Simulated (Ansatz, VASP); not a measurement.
# One calculation of C, two programs

```
C
1.0
     0.00000    1.96748    3.34800
     1.13590    0.00000    3.34800
     1.13590    1.96748    0.00000
C
2
Direct
  0.16667 0.83333 0.16667
  0.83333 0.16667 0.83333
```

Change from the starting cell: strain -0.0750 x Voigt [1, 1, 0, 0, 0, 0], atoms carried along.

Alike in both runs: task single point; functional LDA; k mesh 14 × 14 × 14; occupations gaussian, width 0.05 eV; no spin polarisation.

|  | VASP | Ansatz |
| --- | --- | --- |
| version | VASP 6.6.1 | Ansatz 0.2.0 |
| potentials or method | VASP PAW LDA potentials, release 64 (C), cutoff 520 eV | scalar-relativistic, plane waves, PAW |
| valence electrons in the cell | 8 | 8 |

|  | VASP | Ansatz | Ansatz less VASP |
| --- | --- | --- | --- |
| gap on the k mesh at the Fermi level (eV) | 0.65 | 0.65 | +0.004 |
| least direct gap on the mesh (eV) | 0.78 | 0.79 | +0.004 |
| pressure (GPa) | 87.3 | 86.6 | -0.74 |
| traceless stress, the component that is largest in VASP (GPa) | -87.85 | -86.92 | +0.936 |
| rms of the force components (eV/Å) | 0.015 | 0.015 | +0.0001 |

LDA's correlation is that of Perdew and Zunger in VASP and of Perdew and Wang (1992) in Ansatz. Atom by atom the forces differ by 0.000 eV/Å (rms over components). Both programs put the cell under a high pressure, so it lies far from rest at this level.

Noted on VASP's run: the cell as given lies far from equilibrium.
